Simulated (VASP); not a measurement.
PdPt3S8: single point with PBE

PdPt3S8:

```xyz
12
Lattice="7.1444 0.0000 0.0000 -3.5722 6.1872 0.0000 0.0000 0.0000 6.4599" Properties=species:S:1:pos:R:3 pbc="T T T"
Pd    0.0000    0.0000    0.0000
Pt   -1.7861    3.0936    0.0000
Pt    1.7861    3.0936    0.0000
Pt    3.5722    0.0000    0.0000
S     0.0000    4.1248    5.2294
S     1.7910    1.0340    5.2294
S     3.5722    4.1192    5.2294
S     5.3534    1.0340    5.2294
S    -1.7812    5.1532    1.2305
S     0.0000    2.0680    1.2305
S     1.7812    5.1532    1.2305
S     3.5722    2.0624    1.2306
```

```yaml
Program: VASP 6.6.1
Task: single point
Functional: PBE
Potentials_or_basis: VASP PAW PBE potentials, release 64 (Pd, Pt, S)
Cutoff: 520 eV
k_mesh: 3 × 3 × 4
Occupations: gaussian, width 0.1 eV
Spin: no spin polarisation
Dipole_correction: no
Further_INCAR_settings: ALGO = Normal; EDIFF = 1e-07; NBANDS = 56
```

```json
{
 "Pressure": "-0.3 GPa",
 "Largest force": "0.044 eV/Å",
 "Band gap on the k mesh": "1.34 eV, direct"
}
```

Forces on the atoms (eV/Å):
```
Pd   0.000  0.000  0.000
Pt   0.000  0.000  0.000
Pt   0.000  0.000  0.000
Pt   0.000  0.000  0.000
S    0.000  0.000  0.044
S    0.011  0.006  0.042
S    0.000 -0.013  0.042
S   -0.011  0.006  0.042
S    0.011 -0.006 -0.042
S    0.000  0.013 -0.042
S   -0.011 -0.006 -0.042
S    0.000  0.000 -0.044
```

Stress tensor (GPa, compression positive):
```
-0.37  0.00  0.00
 0.00 -0.37  0.00
 0.00  0.00 -0.28
```

Levels at points of the mesh, in eV from the valence-band top:
```tsv
k point	band 42	band 43	band 44	band 45	band 46	band 47
(0.00, 0.00, 0.00)	-0.40	-0.37	-0.37	2.08	2.08	2.50
(0.00, 0.00, 0.50)	-0.77	-0.39	-0.39	2.12	2.12	2.63
```

It took 110 s on 1 thread of Intel(R) Xeon(R) 6975P-C (Granite Rapids) (shared host), peak memory 0.44 GiB.

Caveat: spin-orbit coupling is left out, which moves the levels of the heavy elements; this functional lacks dispersion, which binds the layers, so the pressure and a relaxed spacing across them are unreliable. Expect the measured gap to be larger: semilocal functionals such as PBE lack the derivative discontinuity.
